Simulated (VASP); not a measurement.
# SnS2 (P-3m1) in VASP: notebook, part 2 of 2

VASP 6.6.1. The steps go on from the part before.

### Step 5. Single point, PBE

Contents of INCAR:

```
SYSTEM = SnS2
PREC = Accurate
ENCUT = 500
EDIFF = 1E-6
ISMEAR = 0
SIGMA = 0.1
LREAL = .FALSE.
LASPH = .TRUE.
NELM = 120
ALGO = Normal
ISIF = 2
LWAVE = .FALSE.
LCHARG = .FALSE.
GGA = PE
NBANDS = 20
GGA_COMPAT = .FALSE.
```

Contents of KPOINTS:

```
regular mesh
0
G
  4 4 2
  0 0 0
```

Contents of POSCAR:

```
SnS2
1.0
    3.6743056006      0.0000000000      0.0000000000
   -1.8371528003      3.1820419914      0.0000000000
    0.0000000000      0.0000000000      6.2288318400
Sn S
1 2
Direct
    0.0000000000      0.0000000000      0.0000000000
    0.3333333333      0.6666666667      0.2377076082
    0.6666666667      0.3333333333      0.7622923918
```

Potentials or basis: VASP PAW PBE potentials, release 64 (Sn_d, S).

Run with:

```
cat potpaw_PBE.64/Sn_d/POTCAR potpaw_PBE.64/S/POTCAR > POTCAR
mpirun -np 1 vasp_std > vasp.out
```

OUTCAR:

```text
SYSTEM = SnS2
   PREC = Accurate
   ENCUT = 500
   EDIFF = 1E-6
   ISMEAR = 0
   LREAL = .FALSE.
   LASPH = .TRUE.
   NELM = 120
   ISIF = 2
   GGA = PE

 ion  position               nearest neighbor table
   1  0.000  0.000  0.000-   2 2.59   3 2.59   3 2.59   2 2.59   3 2.59   2 2.59
   2  0.333  0.667  0.238-   1 2.59   1 2.59   1 2.59
   3  0.667  0.333  0.762-   1 2.59   1 2.59   1 2.59

  LATTYP: Found a hexagonal cell.
 ALAT       =     3.6743056006
 C/A-ratio  =     1.6952405480

  Lattice vectors:

 A1 = (   3.6743056006,   0.0000000000,   0.0000000000)
 A2 = (  -1.8371528003,   3.1820419914,   0.0000000000)
 A3 = (   0.0000000000,   0.0000000000,   6.2288318400)

Analysis of symmetry for initial positions (statically):
=====================================================================
 Subroutine PRICEL returns:
 Original cell was already a primitive cell.

 Routine SETGRP: Setting up the symmetry group for a
 hexagonal supercell.

 Subroutine GETGRP returns: Found 12 space group operations
 (whereof 12 operations were pure point group operations)
 out of a pool of 24 trial point group operations.

The static configuration has the point symmetry D_3d.

Analysis of symmetry for dynamics (positions and initial velocities):
=====================================================================
 Subroutine PRICEL returns:
 Original cell was already a primitive cell.

 Routine SETGRP: Setting up the symmetry group for a
 hexagonal supercell.

 Subroutine GETGRP returns: Found 12 space group operations
 (whereof 12 operations were pure point group operations)
 out of a pool of 24 trial point group operations.

The dynamic configuration has the point symmetry D_3d.

 Subroutine INISYM returns: Found 12 space group operations
 (whereof 12 operations are pure point group operations),
 and found     1 'primitive' translations

----------------------------------------------------------------------------------------

                                     Primitive cell

  volume of cell :      72.8262

  direct lattice vectors                    reciprocal lattice vectors
     3.674305601  0.000000000  0.000000000     0.272160269  0.157131804  0.000000000
    -1.837152800  3.182041991  0.000000000     0.000000000  0.314263609  0.000000000
     0.000000000  0.000000000  6.228831840     0.000000000  0.000000000  0.160543747

  length of vectors
     3.674305601  3.674305601  6.228831840     0.314263609  0.314263609  0.160543747

  position of ions in fractional coordinates (direct lattice)
     0.000000000  0.000000000  0.000000000
     0.333333333  0.666666667  0.237707608
     0.666666667  0.333333333  0.762292392

  ion indices of the primitive-cell ions
   primitive index   ion index
                 1           1
                 2           2
                 3           3

----------------------------------------------------------------------------------------

 KPOINTS: regular mesh

Automatic generation of k-mesh.
 Grid dimensions read from file:
 generate k-points for:    4    4    2

 Generating k-lattice:

  Cartesian coordinates                     Fractional coordinates (reciprocal lattice)
     0.068040067  0.039282951  0.000000000     0.250000000  0.000000000  0.000000000
     0.000000000  0.078565902  0.000000000     0.000000000  0.250000000  0.000000000
     0.000000000  0.000000000  0.080271873     0.000000000  0.000000000  0.500000000

  Length of vectors
     0.078565902  0.078565902  0.080271873

  Shift w.r.t. Gamma in fractional coordinates (k-lattice)
     0.000000000  0.000000000  0.000000000

 Subroutine IBZKPT returns following result:
 ===========================================

 Found      8 irreducible k-points:

 Following reciprocal coordinates:
            Coordinates               Weight
  0.000000  0.000000  0.000000      1.000000
  0.250000  0.000000  0.000000      6.000000
  0.500000  0.000000  0.000000      3.000000
  0.250000  0.250000  0.000000      6.000000
  0.000000  0.000000  0.500000      1.000000
  0.250000  0.000000  0.500000      6.000000
  0.500000  0.000000  0.500000      3.000000
  0.250000  0.250000  0.500000      6.000000
   k-points           NKPTS =      8   k-points in BZ     NKDIM =      8   number of bands    NBANDS=     20
   number of dos      NEDOS =    301   number of ions     NIONS =      3
   total plane-waves  NPLWV =  37632
   dimension x,y,z NGX =    28 NGY =   28 NGZ =   48
   dimension x,y,z NGXF=    56 NGYF=   56 NGZF=   96
   ions per type =               1   2
   NGX,Y,Z   is equivalent  to a cutoff of  12.67, 12.67, 12.81 a.u.
   NGXF,Y,Z  is equivalent  to a cutoff of  25.34, 25.34, 25.62 a.u.
 SYSTEM =  SnS2
   PREC   = accura    normal or accurate (medium, high low for compatibility)
   ISTART =      0    job   : 0-new  1-cont  2-samecut
   ICHARG =      2    charge: 1-file 2-atom 10-const
   ISPIN  =      1    spin polarized calculation?
   LNONCOLLINEAR =      F non collinear calculations
   LSORBIT =      F    spin-orbit coupling
   LASPH  =      T    aspherical Exc in radial PAW
   ENCUT  =  500.0 eV  36.75 Ry    6.06 a.u.   6.70  6.70 11.36*2*pi/ulx,y,z
   NELM   =    120;   NELMIN=  2; NELMDL= -5     # of ELM steps
   EDIFF  = 0.1E-05   stopping-criterion for ELM
   LREAL  =      F    real-space projection
   EDIFFG = 0.1E-04   stopping-criterion for IOM
   NSW    =      0    number of steps for IOM
   IBRION =     -1    ionic relax: 0-MD 1-quasi-New 2-CG
   NFREE  =      0    steps in history (QN), initial steepest desc. (CG)
   ISIF   =      2    stress and relaxation
   ISYM   =      2    0-nonsym 1-usesym 2-fastsym
   POTIM  = 0.5000    time-step for ionic-motion
   TEBEG  =    0.0;   TEEND  =   0.0 temperature during run
   PSTRESS=    0.0 pullay stress
   NELECT =      26.0000    total number of electrons
   NUPDOWN=      -1.0000    fix difference up-down
   EMIN   =  10.00;   EMAX   =-10.00  energy-range for DOS
   EFERMI =   0.00;   METHOD = LEGACY
   ISMEAR =     0;   SIGMA  =   0.10  broadening in eV -4-tet -1-fermi 0-gaus
   EFERMI_NEDOS =   21; number of points for ismear=-14 and -15
   IALGO  =     38    algorithm
   IMIX   =      4    mixing-type and parameters
     AMIX     =   0.40;   BMIX     =  1.00
     AMIX_MAG =   1.60;   BMIX_MAG =  1.00
  volume/ion in A,a.u.               =      24.28       163.82
  Fermi-wavevector in a.u.,A,eV,Ry     =   1.161368  2.194668 18.351220  1.348777
  Thomas-Fermi vector in A             =   2.297941
   LORBIT       =      0    0 simple, 1 ext, 2 COOP (PROOUT), +10 PAW based schemes
   GGA     = PE    functional components
   LHFCALC =     F    Hartree Fock is set to
   AEXX    =    0.0000 exact exchange contribution
   IVDW    =     0    specifies the selected vdW correction
   LEPSILON=     F    determine dielectric tensor
   LRPA    =     F    only Hartree local field effects (RPA)
 non-spin polarized calculation
 Gauss-broadening in eV      SIGMA  =   0.10
  energy-cutoff  :      500.00
  volume of cell :       72.83
 maximum number of plane-waves:      1870
 NGX is ok and might be reduce to    28
   NGX = 13   NGY = 13   NGZ = 23

 number of electron      26.0000004 magnetization

 Free energy of the ion-electron system (eV)
  ---------------------------------------------------
  ext. energy  EPLUGINS =         0.00000000
  ---------------------------------------------------
  free energy    TOTEN  =       -13.13499600 eV

  energy without entropy =      -13.13499600  energy(sigma->0) =      -13.13499600

 E-fermi :   4.2221     XC(G=0):  -9.2098

 val. band max:        3.7607937878   @ k =   0.2500   0.0000   0.0000
 cond. band min:       5.3201530687   @ k =   0.5000   0.0000   0.5000
 fundamental gap:      1.5593592810
 Fermi energy:         4.2221290322

 k-point     1 :       0.0000    0.0000    0.0000
  band No.  band energies     occupation
      1     -17.0095      2.00000
      2     -17.0095      2.00000
      3     -16.9757      2.00000
      4     -16.9487      2.00000
      5     -16.9487      2.00000
      6      -9.6552      2.00000
[... 12 lines left out ...]
     19      13.3782      0.00000
     20      13.3782      0.00000
[... 139 lines left out ...]
 k-point     8 :       0.2500    0.2500    0.5000
  band No.  band energies     occupation
      1     -17.0525      2.00000
      2     -17.0047      2.00000
      3     -16.9626      2.00000
      4     -16.9454      2.00000
      5     -16.9190      2.00000
      6      -7.8747      2.00000
[... 12 lines left out ...]
     19      12.6451      0.00000
     20      13.1755      0.00000

------------------------ aborting loop because EDIFF is reached ----------------------------------------

  FORCE on cell =-STRESS in cart. coord.  units (eV):
  Direction    XX          YY          ZZ          XY          YZ          ZX
  --------------------------------------------------------------------------------------
  -------------------------------------------------------------------------------------
  Total        0.8946419      0.8946419      0.2721713      0.0000000      0.0000000      0.0000000
  in kB       19.6821268     19.6821268      5.9877696      0.0000000      0.0000000      0.0000000
  external PRESSURE =      15.1173411 kB  Pullay stress =       0.0000000 kB

 VOLUME and BASIS-vectors are now :
 -----------------------------------------------------------------------------
  energy-cutoff  :      500.00
  volume of cell :       72.83
      direct lattice vectors                 reciprocal lattice vectors
     3.674305601  0.000000000  0.000000000     0.272160269  0.157131804  0.000000000
    -1.837152800  3.182041991  0.000000000     0.000000000  0.314263609  0.000000000
     0.000000000  0.000000000  6.228831840     0.000000000  0.000000000  0.160543747

 POSITION                                       TOTAL-FORCE (eV/Angst)
 -----------------------------------------------------------------------------------
      0.00000      0.00000      0.00000         0.000000      0.000000      0.000000
     -0.00000      2.12136      1.48064         0.000000     -0.000000     -0.001343
      1.83715      1.06068      4.74819        -0.000000      0.000000      0.001343
 -----------------------------------------------------------------------------------
    total drift:                               -0.000000     -0.000000     -0.000000

  FREE ENERGIE OF THE ION-ELECTRON SYSTEM (eV)
  ---------------------------------------------------
  free  energy   TOTEN  =       -13.1349960023 eV

  energy  without entropy=      -13.1349960023  energy(sigma->0) =      -13.13499600
```

stdout:

```text
POSCAR found type information on POSCAR SnS
 POSCAR found :  2 types and       3 ions
 scaLAPACK will be used
 LDA part: xc-table for (Slater+PW92), standard interpolation
 POSCAR, INCAR and KPOINTS ok, starting setup
 FFT: planning ... GRIDC
 FFT: planning ... GRID_SOFT
 FFT: planning ... GRID
 WAVECAR not read
 entering main loop
```

It took 9.8 s on 1 thread of Intel Xeon Platinum 8259CL at 2.50GHz (Skylake/Cascade Lake), shared host; peak memory 0.18 GiB.

Results:

```
Free energy            : -13.1350 eV
Pressure               : 1.5 GPa
Band gap on the k mesh : 1.56 eV (least direct gap 1.90 eV)
```

Caveat: the k points lie up to 0.50 Å⁻¹ apart; spin-orbit coupling is left out, which moves the levels of the heavy elements; this functional lacks dispersion, which binds layers or chains, so the pressure and a relaxed spacing across them are unreliable. A k mesh can miss the band edges.

### Step 6. Summary

| level | cell | k mesh | smearing | gap on the mesh (eV) | pressure (GPa) | largest force (eV/Å) |
| --- | --- | --- | --- | --- | --- | --- |
| revPBE | a = 3.674, b = 3.674, c = 6.229 Å, angles 90.0, 90.0, 120.0°, 3 atoms, atomic positions A | 2 × 2 × 1 | gaussian 0.1 eV | 1.85 | 7.1 | 0.47 |
| PBE+D3(BJ) | a = 3.770, b = 3.770, c = 6.391 Å, angles 90.0, 90.0, 120.0°, 3 atoms, atomic positions A | 2 × 2 × 1 | gaussian 0.1 eV | 1.60 | -1.3 | 0.20 |
| PBE | a = 3.674, b = 3.674, c = 6.229 Å, angles 90.0, 90.0, 120.0°, 3 atoms, atomic positions A | 3 × 3 × 1, shifted | gaussian 0.01 eV | 2.05 | 1.7 | 0.28 |
| PBE | a = 3.674, b = 3.674, c = 6.229 Å, angles 90.0, 90.0, 120.0°, 3 atoms, atomic positions B | 4 × 4 × 2 | gaussian 0.1 eV | 1.56 | 1.5 | - |

Alike in all rows: task single point; potentials or basis VASP PAW PBE potentials, release 64 (Sn_d, S); no spin polarisation; cutoff (eV) 500.

Caveats: some runs use coarse meshes; spin-orbit coupling is left out, which moves the levels of the heavy elements; this functional lacks dispersion, which binds layers or chains, so the pressure and a relaxed spacing across them are unreliable (at least some runs); the PAW data sets were made with another functional, which shifts forces and pressure a little (at least some runs); a shifted mesh leaves out Γ, where band edges can lie (at least some runs).

Total energies depend on the potentials used, so only differences within one code and one set of settings carry meaning.
